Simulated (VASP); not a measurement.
# H2Se (Cmmm) in VASP: a series of runs

The runs below take H2Se through single point, relaxation of cell and atoms, with PBE+D3(BJ).

Program: VASP 6.6.1. These are calculated values, not measurements. Logs are shortened: lines on timing, memory, paths and dates and some standing lists are left out, and cuts for length are marked.

## Step 1: The cell of the first run

Symmetry: Cmmm, No. 65, orthorhombic system. The conventional cell has a = 3.790 Å, b = 5.809 Å, c = 3.541 Å, α = 90.00°, β = 90.00°, γ = 90.00°. Within 1.6 Å of H (site symmetry m2m) lie 1 H at 1.16 Å. Within 3.5 Å of Se (site symmetry mmm) lie 12 H at 2.66 to 2.92 Å and 4 Se at 3.47 Å.

## Step 2: Single point, PBE+D3(BJ)

INCAR

```
SYSTEM = H2Se
ALGO = Normal
EDIFF = 1E-7
ENCUT = 520
GGA = PE
ISIF = 2
ISMEAR = 0
IVDW = 12
LASPH = .TRUE.
LCHARG = .FALSE.
LREAL = .FALSE.
LWAVE = .FALSE.
NBANDS = 11
NELM = 60
PREC = Accurate
SIGMA = 0.1
```

KPOINTS

```
k-points
0
G
  6 6 6
  0 0 0
```

POSCAR

```
H2Se
1.0
    1.8948823400     -2.9046886700      0.0000000000
    1.8948823400      2.9046886700      0.0000000000
    0.0000000000      0.0000000000      3.5412502300
H Se
2 1
Direct
    0.0997080100      0.9002919900      0.5000000000
    0.9002919900      0.0997080100      0.5000000000
    0.5000000000      0.5000000000      0.0000000000
```

Potentials or basis: VASP PAW PBE potentials, release 64 (H, Se).

Started as:

```bash
$ cat potpaw_PBE.64/H/POTCAR potpaw_PBE.64/Se/POTCAR > POTCAR
$ mpirun -np 1 vasp_std > vasp.out
```

OUTCAR:

```text
SYSTEM = H2Se
   EDIFF = 1E-7
   ENCUT = 520
   GGA = PE
   ISIF = 2
   ISMEAR = 0
   IVDW = 12
   LASPH = .TRUE.
   LREAL = .FALSE.
   NELM = 60
   PREC = Accurate
 IVDW          = 12

 ion  position               nearest neighbor table
   1  0.100  0.900  0.500-
   2  0.900  0.100  0.500-
   3  0.500  0.500  0.000-

  LATTYP: Found a base centered orthorhombic cell.
 ALAT       =     3.7897646800
 B/A-ratio  =     1.5329124182
 C/A-ratio  =     0.9344248335

  Lattice vectors:

 A1 = (   1.8948823400,  -2.9046886700,   0.0000000000)
 A2 = (   1.8948823400,   2.9046886700,   0.0000000000)
 A3 = (   0.0000000000,   0.0000000000,   3.5412502300)

Analysis of symmetry for initial positions (statically):
=====================================================================
 Subroutine PRICEL returns:
 Original cell was already a primitive cell.

 Routine SETGRP: Setting up the symmetry group for a
 base centered orthorhombic supercell.

 Subroutine GETGRP returns: Found  8 space group operations
 (whereof  8 operations were pure point group operations)
 out of a pool of  8 trial point group operations.

The static configuration has the point symmetry D_2h.

Analysis of symmetry for dynamics (positions and initial velocities):
=====================================================================
 Subroutine PRICEL returns:
 Original cell was already a primitive cell.

 Routine SETGRP: Setting up the symmetry group for a
 base centered orthorhombic supercell.

 Subroutine GETGRP returns: Found  8 space group operations
 (whereof  8 operations were pure point group operations)
 out of a pool of  8 trial point group operations.

The dynamic configuration has the point symmetry D_2h.

 Subroutine INISYM returns: Found  8 space group operations
 (whereof  8 operations are pure point group operations),
 and found     1 'primitive' translations

----------------------------------------------------------------------------------------

                                     Primitive cell

  volume of cell :      38.9824

  direct lattice vectors                    reciprocal lattice vectors
     1.894882340 -2.904688670  0.000000000     0.263868626 -0.172135487  0.000000000
     1.894882340  2.904688670  0.000000000     0.263868626  0.172135487  0.000000000
     0.000000000  0.000000000  3.541250230     0.000000000  0.000000000  0.282386145

  length of vectors
     3.468111208  3.468111208  3.541250230     0.315051231  0.315051231  0.282386145

  position of ions in fractional coordinates (direct lattice)
     0.099708010  0.900291990  0.500000000
     0.900291990  0.099708010  0.500000000
     0.500000000  0.500000000  0.000000000

  ion indices of the primitive-cell ions
   primitive index   ion index
                 1           1
                 2           2
                 3           3

----------------------------------------------------------------------------------------

 KPOINTS: k-points

Automatic generation of k-mesh.
 Grid dimensions read from file:
 generate k-points for:    6    6    6

 Generating k-lattice:

  Cartesian coordinates                     Fractional coordinates (reciprocal lattice)
     0.043978104 -0.028689248  0.000000000     0.166666667  0.000000000  0.000000000
     0.043978104  0.028689248  0.000000000     0.000000000  0.166666667  0.000000000
     0.000000000  0.000000000  0.047064357     0.000000000  0.000000000  0.166666667

  Length of vectors
     0.052508538  0.052508538  0.047064357

  Shift w.r.t. Gamma in fractional coordinates (k-lattice)
     0.000000000  0.000000000  0.000000000

 Subroutine IBZKPT returns following result:
 ===========================================

 Found     52 irreducible k-points:

 Following reciprocal coordinates:
            Coordinates               Weight
  0.000000  0.000000  0.000000      1.000000
  0.166667  0.000000  0.000000      4.000000
  0.333333 -0.000000  0.000000      4.000000
  0.500000  0.000000  0.000000      2.000000
  0.166667  0.166667  0.000000      2.000000
  0.333333  0.166667  0.000000      4.000000
[... 16 lines left out ...]
  0.333333  0.333333  0.166667      4.000000
  0.500000  0.333333  0.166667      8.000000
 [... further k-points ...]
   k-points           NKPTS =     52   k-points in BZ     NKDIM =     52   number of bands    NBANDS=     11
   number of dos      NEDOS =    301   number of ions     NIONS =      3
   total plane-waves  NPLWV =  21952
   dimension x,y,z NGX =    28 NGY =   28 NGZ =   28
   dimension x,y,z NGXF=    56 NGYF=   56 NGZF=   56
   ions per type =               2   1
   NGX,Y,Z   is equivalent  to a cutoff of  13.42, 13.42, 13.14 a.u.
   NGXF,Y,Z  is equivalent  to a cutoff of  26.84, 26.84, 26.29 a.u.
 SYSTEM =  H2Se
   PREC   = accura    normal or accurate (medium, high low for compatibility)
   ISTART =      0    job   : 0-new  1-cont  2-samecut
   ICHARG =      2    charge: 1-file 2-atom 10-const
   ISPIN  =      1    spin polarized calculation?
   LNONCOLLINEAR =      F non collinear calculations
   LSORBIT =      F    spin-orbit coupling
   LASPH  =      T    aspherical Exc in radial PAW
   ENCUT  =  520.0 eV  38.22 Ry    6.18 a.u.   6.45  6.45  6.58*2*pi/ulx,y,z
   NELM   =     60;   NELMIN=  2; NELMDL= -5     # of ELM steps
   EDIFF  = 0.1E-06   stopping-criterion for ELM
   LREAL  =      F    real-space projection
   EDIFFG = 0.1E-05   stopping-criterion for IOM
   NSW    =      0    number of steps for IOM
   IBRION =     -1    ionic relax: 0-MD 1-quasi-New 2-CG
   NFREE  =      0    steps in history (QN), initial steepest desc. (CG)
   ISIF   =      2    stress and relaxation
   ISYM   =      2    0-nonsym 1-usesym 2-fastsym
   POTIM  = 0.5000    time-step for ionic-motion
   TEBEG  =    0.0;   TEEND  =   0.0 temperature during run
   PSTRESS=    0.0 pullay stress
   NELECT =       8.0000    total number of electrons
   NUPDOWN=      -1.0000    fix difference up-down
   EMIN   =  10.00;   EMAX   =-10.00  energy-range for DOS
   EFERMI =   0.00;   METHOD = LEGACY
   ISMEAR =     0;   SIGMA  =   0.10  broadening in eV -4-tet -1-fermi 0-gaus
   EFERMI_NEDOS =   21; number of points for ismear=-14 and -15
   IALGO  =     38    algorithm
   IMIX   =      4    mixing-type and parameters
     AMIX     =   0.40;   BMIX     =  1.00
     AMIX_MAG =   1.60;   BMIX_MAG =  1.00
  volume/ion in A,a.u.               =      12.99        87.69
  Fermi-wavevector in a.u.,A,eV,Ry     =   0.965640  1.824795 12.686902  0.932461
  Thomas-Fermi vector in A             =   2.095374
   LORBIT       =      0    0 simple, 1 ext, 2 COOP (PROOUT), +10 PAW based schemes
   GGA     = PE    functional components
   LHFCALC =     F    Hartree Fock is set to
   AEXX    =    0.0000 exact exchange contribution
   IVDW    =    12    specifies the selected vdW correction
   LEPSILON=     F    determine dielectric tensor
   LRPA    =     F    only Hartree local field effects (RPA)
 non-spin polarized calculation
 Gauss-broadening in eV      SIGMA  =   0.10
  energy-cutoff  :      520.00
  volume of cell :       38.98
 maximum number of plane-waves:      1072
 NGX is ok and might be reduce to    28
   NGX = 13   NGY = 13   NGZ = 13

 number of electron       8.0000000 magnetization

 Free energy of the ion-electron system (eV)
  ---------------------------------------------------
  ext. energy  EPLUGINS =         0.00000000
  ---------------------------------------------------
  free energy    TOTEN  =        -7.16781172 eV

  energy without entropy =       -7.16058501  energy(sigma->0) =       -7.16419836

 E-fermi :   1.1786     XC(G=0):  -8.9988

 val. band max:        1.1703150639   @ k =  -0.3333   0.3333   0.1667
 cond. band min:       1.1855332536   @ k =   0.0000   0.0000   0.1667
 fundamental gap:      0.0152181896
 Fermi energy:         1.1785565948

 k-point     1 :       0.0000    0.0000    0.0000
  band No.  band energies     occupation
      1     -12.1597      2.00000
      2      -2.8846      2.00000
      3       0.7232      2.00000
      4       1.3443      0.01910
      5       2.0961      0.00000
      6       6.7054      0.00000
      7       8.7115      0.00000
      8      10.1598      0.00000
      9      10.8005      0.00000
     10      15.5175      0.00000
     11      15.9193      0.00000

 k-point     2 :       0.1667    0.0000    0.0000
  band No.  band energies     occupation
      1     -11.9252      2.00000
      2      -3.4177      2.00000
      3       0.9136      1.99982
      4       1.2191      0.56649
      5       1.7042      0.00000
      6       5.5821      0.00000
      7       9.3983      0.00000
      8      11.8084      0.00000
      9      11.8191      0.00000
     10      13.4359      0.00000
     11      14.2972      0.00000

 k-point     3 :       0.3333   -0.0000    0.0000
  band No.  band energies     occupation
      1     -11.3603      2.00000
      2      -4.6638      2.00000
      3       0.6667      2.00000
      4       1.3460      0.01790
      5       1.9649      0.00000
      6       4.2059      0.00000
      7       9.5232      0.00000
      8      11.2592      0.00000
      9      13.0113      0.00000
     10      13.9272      0.00000
     11      15.0646      0.00000
[... 267 lines left out ...]
 k-point    23 :       0.3333    0.3333    0.1667
  band No.  band energies     occupation
      1     -10.6491      2.00000
      2      -4.4247      2.00000
      3      -1.9250      2.00000
      4       0.6579      2.00000
      5       1.3785      0.00469
      6       4.9838      0.00000
      7      10.1885      0.00000
      8      11.2886      0.00000
      9      12.4940      0.00000
     10      14.1819      0.00000
     11      15.9061      0.00000

 k-point    24 :       0.5000    0.3333    0.1667
  band No.  band energies     occupation
      1     -10.7407      2.00000
      2      -3.6576      2.00000
      3      -2.1558      2.00000
      4       0.1442      2.00000
      5       1.5710      0.00000
      6       4.7614      0.00000
      7       9.7462      0.00000
      8      10.8043      0.00000
      9      12.7334      0.00000
     10      14.2695      0.00000
     11      15.6559      0.00000

 [... further k-points ...]

------------------------ aborting loop because EDIFF is reached ----------------------------------------

 Edisp (eV)   -0.52818

 E8    (eV) :    -0.1769

  FORCE on cell =-STRESS in cart. coord.  units (eV):
  Direction    XX          YY          ZZ          XY          YZ          ZX
  --------------------------------------------------------------------------------------
  -------------------------------------------------------------------------------------
  Total      -0.22139    -6.30519    -2.30291     0.00000     0.00000     0.00000
  in kB      -9.09924  -259.14351   -94.64983     0.00000     0.00000     0.00000
  external pressure =     -120.96 kB  Pullay stress =        0.00 kB

 VOLUME and BASIS-vectors are now :
 -----------------------------------------------------------------------------
  energy-cutoff  :      520.00
  volume of cell :       38.98
      direct lattice vectors                 reciprocal lattice vectors
     1.894882340 -2.904688670  0.000000000     0.263868626 -0.172135487  0.000000000
     1.894882340  2.904688670  0.000000000     0.263868626  0.172135487  0.000000000
     0.000000000  0.000000000  3.541250230     0.000000000  0.000000000  0.282386145

 POSITION                                       TOTAL-FORCE (eV/Angst)
 -----------------------------------------------------------------------------------
      1.89488      2.32545      1.77063         0.000000      3.159528      0.000000
      1.89488     -2.32545      1.77063         0.000000     -3.159528     -0.000000
      1.89488      0.00000      0.00000        -0.000000      0.000000      0.000000
 -----------------------------------------------------------------------------------
    total drift:                                0.000000      0.000000     -0.000000

  FREE ENERGIE OF THE ION-ELECTRON SYSTEM (eV)
  ---------------------------------------------------
  free  energy   TOTEN  =        -7.6959925237 eV

  energy  without entropy=       -7.6887658149  energy(sigma->0) =       -7.69237917
```

It took 15 s on 1 thread of Intel Xeon Platinum 8259CL at 2.50GHz (Skylake/Cascade Lake), shared host; peak memory 0.17 GiB.

What came out:

```yaml
Free_energy: -7.6960 eV
Pressure: -12.1 GPa
Largest_force: 3.160 eV/Å
Band_gap_on_the_k_mesh: zero (band 4 reaches 2.21 eV, above the bottom of band 5 at -0.87 eV)
Dispersion_energy_per_atom: -0.176 eV
```

Forces in eV/Å, atoms in the order of the input:
```
H    0.000  3.160  0.000
H    0.000 -3.160  0.000
Se   0.000  0.000  0.000
```

Caveat: pairwise dispersion overbinds metals, which lowers pressure and volume; forces of over 1 eV/Å act on the atoms, so gaps and moduli don't describe the material at rest.

(Part 1 of 2 ends here.)
